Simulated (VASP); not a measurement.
Here is a VASP 6.6.1 calculation.

File INCAR:

```
  PREC = Accurate
  ENCUT = 520
  EDIFF = 1E-6
  ISMEAR = 0
  SIGMA = 0.1
  LREAL = False
  LASPH = True
  NELM = 60
  ALGO = Normal
  ISIF = 2
  LWAVE = False
  LCHARG = False
  GGA = CA
  NBANDS = 15
```

The input KPOINTS:

```
Automatic mesh
0
Gamma
  14 14 14
```

POSCAR

```
TiC
1.0
    0.0000000000      2.1303899794      2.1303899794
    2.1303899794      0.0000000000      2.1303899794
    2.1303899794      2.1303899794      0.0000000000
Ti C
1 1
Direct
    0.0000000000      0.0000000000      0.0000000000
    0.5000000000      0.5000000000      0.5000000000
```

Potentials or basis: VASP PAW LDA potentials, release 64 (Ti_sv, C).

The run is started by

```bash
$ cat potpaw_LDA.64/Ti_sv/POTCAR potpaw_LDA.64/C/POTCAR > POTCAR
$ mpirun -np 1 vasp_std > vasp.out
```

Task: Predict the band gap on the k mesh.

Result: Zero (band 8 reaches 10.47 eV, above the bottom of band 9 at 9.42 eV).

Task: What does it give for the pressure?

Result: 0.7 GPa.
